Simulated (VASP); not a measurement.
# NbB2 (P6/mmm) in VASP: notebook

NbB2 is run at these levels: LDA; tasks: single point.

All numbers are computed with VASP 6.6.1; they aren't measurements. Logs are shortened: lines on timing, memory, paths and dates and some standing lists are left out, and cuts for length are marked.

**1. The cell of the first run**

Symmetry: P6/mmm, No. 191, hexagonal system. The conventional cell has a = 3.072 Å, b = 3.072 Å, c = 3.199 Å, α = 90.00°, β = 90.00°, γ = 120.00°. Nb (site symmetry 6/mmm) has 12 B at 2.39 Å and 8 Nb at 3.07 to 3.20 Å within 3.2 Å. Within 2.4 Å of B (site symmetry -6m2) lie 3 B at 1.77 Å and 6 Nb at 2.39 Å.

**2. Single point, LDA (strain +0.000 along x and y, -0.025 along z)**

INCAR

```
SYSTEM = NbB2
PREC = Accurate
ENCUT = 520
EDIFF = 1E-7
ISMEAR = 0
SIGMA = 0.15
LREAL = .FALSE.
LASPH = .TRUE.
NELM = 100
ALGO = Normal
ISIF = 2
LWAVE = .FALSE.
LCHARG = .FALSE.
GGA = CA
NBANDS = 16
```

KPOINTS

```
regular mesh
0
G
  18 18 14
  0 0 0
```

POSCAR

```
NbB2
1.0
    3.0719809748      0.0000000000      0.0000000000
   -1.5359904874      2.6604135641      0.0000000000
    0.0000000000      0.0000000000      3.1992886370
Nb B
1 2
Direct
    0.0000000000      0.0000000000      0.0000000000
    0.3333333333      0.6666666667      0.5000000000
    0.6666666667      0.3333333333      0.5000000000
```

Potentials or basis: VASP PAW LDA potentials, release 64 (Nb_sv, B).

Command:

```bash
$ cat potpaw_LDA.64/Nb_sv/POTCAR potpaw_LDA.64/B/POTCAR > POTCAR
$ mpirun -np 1 vasp_std > vasp.out
```

OUTCAR:

```text
SYSTEM = NbB2
   PREC = Accurate
   ENCUT = 520
   EDIFF = 1E-7
   ISMEAR = 0
   LREAL = .FALSE.
   LASPH = .TRUE.
   NELM = 100
   ISIF = 2
   GGA = CA

 ion  position               nearest neighbor table
   1  0.000  0.000  0.000-   2 2.39   3 2.39   2 2.39   3 2.39   2 2.39   2 2.39   3 2.39   3 2.39
                             3 2.39   3 2.39   2 2.39   2 2.39
   2  0.333  0.667  0.500-   3 1.77   3 1.77   3 1.77   1 2.39   1 2.39   1 2.39   1 2.39   1 2.39
                             1 2.39
   3  0.667  0.333  0.500-   2 1.77   2 1.77   2 1.77   1 2.39   1 2.39   1 2.39   1 2.39   1 2.39
                             1 2.39

  LATTYP: Found a hexagonal cell.
 ALAT       =     3.0719809748
 C/A-ratio  =     1.0414415529

  Lattice vectors:

 A1 = (   3.0719809748,   0.0000000000,   0.0000000000)
 A2 = (  -1.5359904874,   2.6604135641,   0.0000000000)
 A3 = (   0.0000000000,   0.0000000000,   3.1992886370)

Analysis of symmetry for initial positions (statically):
=====================================================================
 Subroutine PRICEL returns:
 Original cell was already a primitive cell.

 Routine SETGRP: Setting up the symmetry group for a
 hexagonal supercell.

 Subroutine GETGRP returns: Found 24 space group operations
 (whereof 24 operations were pure point group operations)
 out of a pool of 24 trial point group operations.

The static configuration has the point symmetry D_6h.

Analysis of symmetry for dynamics (positions and initial velocities):
=====================================================================
 Subroutine PRICEL returns:
 Original cell was already a primitive cell.

 Routine SETGRP: Setting up the symmetry group for a
 hexagonal supercell.

 Subroutine GETGRP returns: Found 24 space group operations
 (whereof 24 operations were pure point group operations)
 out of a pool of 24 trial point group operations.

The dynamic configuration has the point symmetry D_6h.

 Subroutine INISYM returns: Found 24 space group operations
 (whereof 24 operations are pure point group operations),
 and found     1 'primitive' translations

----------------------------------------------------------------------------------------

                                     Primitive cell

  volume of cell :      26.1470

  direct lattice vectors                    reciprocal lattice vectors
     3.071980975  0.000000000  0.000000000     0.325522849  0.187940705  0.000000000
[... 85 lines left out ...]
   LASPH  =      T    aspherical Exc in radial PAW
   ENCUT  =  520.0 eV  38.22 Ry    6.18 a.u.   5.71  5.71  5.95*2*pi/ulx,y,z
   NELM   =    100;   NELMIN=  2; NELMDL= -5     # of ELM steps
   EDIFF  = 0.1E-06   stopping-criterion for ELM
   LREAL  =      F    real-space projection
   EDIFFG = 0.1E-05   stopping-criterion for IOM
   NSW    =      0    number of steps for IOM
   IBRION =     -1    ionic relax: 0-MD 1-quasi-New 2-CG
   NFREE  =      0    steps in history (QN), initial steepest desc. (CG)
   ISIF   =      2    stress and relaxation
   ISYM   =      2    0-nonsym 1-usesym 2-fastsym
   POTIM  = 0.5000    time-step for ionic-motion
   TEBEG  =    0.0;   TEEND  =   0.0 temperature during run
   PSTRESS=    0.0 pullay stress
   NELECT =      19.0000    total number of electrons
   NUPDOWN=      -1.0000    fix difference up-down
   EMIN   =  10.00;   EMAX   =-10.00  energy-range for DOS
   EFERMI =   0.00;   METHOD = LEGACY
   ISMEAR =     0;   SIGMA  =   0.15  broadening in eV -4-tet -1-fermi 0-gaus
   EFERMI_NEDOS =   21; number of points for ismear=-14 and -15
   IALGO  =     38    algorithm
   IMIX   =      4    mixing-type and parameters
     AMIX     =   0.40;   BMIX     =  1.00
     AMIX_MAG =   1.60;   BMIX_MAG =  1.00
  volume/ion in A,a.u.               =       8.72        58.82
  Fermi-wavevector in a.u.,A,eV,Ry     =   1.471812  2.781321 29.473355  2.166230
  Thomas-Fermi vector in A             =   2.586903
   LORBIT       =      0    0 simple, 1 ext, 2 COOP (PROOUT), +10 PAW based schemes
   GGA     = CA    functional components
   LHFCALC =     F    Hartree Fock is set to
   AEXX    =    0.0000 exact exchange contribution
   IVDW    =     0    specifies the selected vdW correction
   LEPSILON=     F    determine dielectric tensor
   LRPA    =     F    only Hartree local field effects (RPA)
 non-spin polarized calculation
 Gauss-broadening in eV      SIGMA  =   0.15
  energy-cutoff  :      520.00
  volume of cell :       26.15
 maximum number of plane-waves:       724
 NGX is ok and might be reduce to    24
   NGX = 11   NGY = 11   NGZ = 11

 number of electron      19.0000002 magnetization

 Free energy of the ion-electron system (eV)
  ---------------------------------------------------
  ext. energy  EPLUGINS =         0.00000000
  ---------------------------------------------------
  free energy    TOTEN  =       -28.53307140 eV

  energy without entropy =      -28.52115784  energy(sigma->0) =      -28.52711462

 E-fermi :  13.3564     XC(G=0): -13.4973

 val. band max:       13.3485211704   @ k =   0.3333   0.1111   0.2143
 cond. band min:      13.3676135314   @ k =   0.2222   0.0000   0.5000
 fundamental gap:      0.0190923610
 Fermi energy:        13.3564219790

 k-point     1 :       0.0000    0.0000    0.0000
  band No.  band energies     occupation
      1     -42.0544      2.00000
      2     -18.3963      2.00000
      3     -17.9488      2.00000
      4     -17.9488      2.00000
      5      -1.1516      2.00000
      6       8.5640      2.00000
[... 433 lines left out ...]
      3     -18.2480      2.00000
      4     -18.2060      2.00000
      5       2.3296      2.00000
      6       3.9926      2.00000
[... 8 lines left out ...]
     15      22.0290      0.00000
     16      22.0937      0.00000

 [... further k-points ...]
[... 5 lines left out ...]
  --------------------------------------------------------------------------------------
  -------------------------------------------------------------------------------------
  Total        0.9615308      0.9615308      2.0280086     -0.0000000     -0.0000000      0.0000000
  in kB       58.9186359     58.9186359    124.2679884     -0.0000000     -0.0000000      0.0000000
  external PRESSURE =      80.7017534 kB  Pullay stress =       0.0000000 kB

 VOLUME and BASIS-vectors are now :
 -----------------------------------------------------------------------------
  energy-cutoff  :      520.00
  volume of cell :       26.15
      direct lattice vectors                 reciprocal lattice vectors
     3.071980975  0.000000000  0.000000000     0.325522849  0.187940705  0.000000000
    -1.535990487  2.660413564  0.000000000     0.000000000  0.375881409  0.000000000
     0.000000000  0.000000000  3.199288637     0.000000000  0.000000000  0.312569484

 POSITION                                       TOTAL-FORCE (eV/Angst)
 -----------------------------------------------------------------------------------
      0.00000      0.00000      0.00000        -0.000000      0.000000      0.000000
     -0.00000      1.77361      1.59964         0.000000      0.000000     -0.000000
      1.53599      0.88680      1.59964        -0.000000      0.000000      0.000000
 -----------------------------------------------------------------------------------
    total drift:                               -0.000000      0.000000      0.000000

  FREE ENERGIE OF THE ION-ELECTRON SYSTEM (eV)
  ---------------------------------------------------
  free  energy   TOTEN  =       -28.5330713966 eV

  energy  without entropy=      -28.5211578450  energy(sigma->0) =      -28.52711462
```

OSZICAR:

```text
N       E                     dE             d eps       ncg     rms          rms(c)
DAV:   1     0.145378283845E+03    0.14538E+03   -0.98626E+03  9488   0.118E+03
DAV:   2    -0.250210467353E+02   -0.17040E+03   -0.16438E+03 11816   0.415E+02
DAV:   3    -0.316896185425E+02   -0.66686E+01   -0.65405E+01 15104   0.722E+01
DAV:   4    -0.319432131541E+02   -0.25359E+00   -0.25295E+00 12120   0.123E+01
DAV:   5    -0.319525481804E+02   -0.93350E-02   -0.93331E-02 15752   0.217E+00    0.126E+01
DAV:   6    -0.285200743542E+02    0.34325E+01   -0.12424E+01 16112   0.283E+01    0.301E+00
DAV:   7    -0.285354056098E+02   -0.15331E-01   -0.39717E-01 10824   0.586E+00    0.206E+00
DAV:   8    -0.285341053234E+02    0.13003E-02   -0.72106E-02 18152   0.230E+00    0.304E-01
DAV:   9    -0.285332106248E+02    0.89470E-03   -0.44519E-03 14008   0.728E-01    0.121E-01
DAV:  10    -0.285330857332E+02    0.12489E-03   -0.68437E-04 13232   0.248E-01    0.276E-02
DAV:  11    -0.285330718190E+02    0.13914E-04   -0.71047E-05 14272   0.900E-02    0.139E-02
DAV:  12    -0.285330713290E+02    0.48998E-06   -0.21253E-06 13432   0.135E-02    0.253E-03
DAV:  13    -0.285330713966E+02   -0.67639E-07   -0.14016E-07  9264   0.477E-03
   1 F= -.28533071E+02 E0= -.28527115E+02  d E =-.119136E-01
```

stdout:

```text
POSCAR found type information on POSCAR NbB
 POSCAR found :  2 types and       3 ions
 scaLAPACK will be used
 LDA part: xc-table for (Slater(with rela. corr.)+CA(PZ))
 , standard interpolation
 POSCAR, INCAR and KPOINTS ok, starting setup
 FFT: planning ... GRIDC
 FFT: planning ... GRID_SOFT
 FFT: planning ... GRID
 WAVECAR not read
 entering main loop
```

Run time: 55 s. Hardware: 1 thread of AMD EPYC 9R45 (Zen 5), shared host; peak memory 0.19 GiB.

What came out:

- Free energy: -28.5331 eV
- Pressure: 8.1 GPa

Caveat: the cell differs from its parent crystal (strain +0.000 along x and y, -0.025 along z).

(Part 1 of 2 ends here.)
